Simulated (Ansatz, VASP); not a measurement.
Rh in VASP and in Ansatz

```
Rh
1.0
     0.00000    1.91606    1.91606
     1.91606    0.00000    1.91606
     1.91606    1.91606    0.00000
Rh
1
Direct
  0.00000 0.00000 0.00000
```

Alike in both runs: task single point; functional PBE; k mesh 14 × 14 × 14; occupations fermi-dirac, width 0.01 eV; no spin polarisation.

|  | VASP | Ansatz |
| --- | --- | --- |
| version | VASP 6.6.1 | Ansatz 0.2.0 |
| potentials or method | VASP PAW PBE potentials, release 64 (Rh_pv), cutoff 520 eV | plane waves (420 eV) with PAW, scalar-relativistic |
| valence electrons in the cell | 15 | 17 |

```tsv
	VASP	Ansatz	Ansatz less VASP
pressure (GPa)	-0.4	-0.4	-0.03
```

VASP's potentials hold 15 valence electrons a cell and Ansatz's 17, so a difference there can come from the potentials and not from the codes.
